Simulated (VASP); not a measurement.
## Mo: elastic constants with PBEsol

The system is Mo.

```
CELL_PARAMETERS angstrom
-1.55607 1.55607 1.55607
1.55607 -1.55607 1.55607
1.55607 1.55607 -1.55607
ATOMIC_POSITIONS crystal
Mo 0.00000 0.00000 0.00000
```

| Item | Value |
| --- | --- |
| Program | VASP 6.6.1 |
| Task | elastic constants |
| Functional | PBEsol |
| Potentials or basis | VASP PAW PBE potentials, release 64 (Mo_sv) |
| Cutoff | 500 eV |
| k mesh | 20 × 20 × 20 |
| Occupations | fermi-dirac, width 0.15 eV |
| Spin | no spin polarisation |
| Dipole correction | no |
| Ions in elastic constants | relaxed |
| Further INCAR settings | ALGO = Normal; EDIFF = 1e-08; IBRION = 6; POTIM = 0.015; NSW = 1; ISIF = 3 |

| Item | Value |
| --- | --- |
| Elastic constants C11, C12, C44 | 517, 187, 114 GPa |
| Voigt bulk modulus | 297 GPa |

Elastic tensor in Voigt notation (GPa, in the Cartesian axes of the cell as first typed):
```
517 187 187   0   0   0
187 517 187   0   0   0
187 187 517   0   0   0
  0   0   0 114   0   0
  0   0   0   0 114   0
  0   0   0   0   0 114
```

Clamped-ion elastic tensor (GPa):
```
517 187 187   0   0   0
187 517 187   0   0   0
187 187 517   0   0   0
  0   0   0 114   0   0
  0   0   0   0 114   0
  0   0   0   0   0 114
```

Run time: 21 min on 1 thread of Intel(R) Xeon(R) 6975P-C (Granite Rapids) (shared host), peak memory 0.66 GiB.

Caveat: the cell is under stress, which shifts elastic constants; the PAW data sets were made with another functional, which shifts forces and pressure a little.
